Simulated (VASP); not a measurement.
F, 4 atoms in the cell. The typed cell holds 4 atoms: a = 3.007 Å, b = 3.007 Å, c = 6.622 Å, α = 94.14°, β = 94.14°, γ = 63.57°.  This cell differs from its parent crystal: atoms moved at random.

* Program: VASP 6.6.1
* Task: single point
* Functional: PBE
* Potentials or basis: VASP PAW PBE potentials, release 64 (F)
* Cutoff: 520 eV
* k mesh: 10 × 10 × 4
* Occupations: fermi-dirac, width 0.05 eV
* Spin: no spin polarisation
* Dipole correction: no
* Further INCAR settings: ALGO = Normal; EDIFF = 1e-06; NBANDS = 22

Potentials or basis: VASP PAW PBE potentials, release 64 (F).

Command:

```bash
$ cat potpaw_PBE.64/F/POTCAR > POTCAR
$ mpirun -np 1 vasp_std > vasp.out
```

Hardware: 1 thread of Intel(R) Xeon(R) Platinum 8488C (Sapphire Rapids) (shared host).

Question: How long does it take, and how much memory?

Answer: It took 110 s on 1 thread of Intel(R) Xeon(R) Platinum 8488C (Sapphire Rapids), on a shared host, peak memory 0.28 GiB. Counts: scf iterations 12, k points 204.
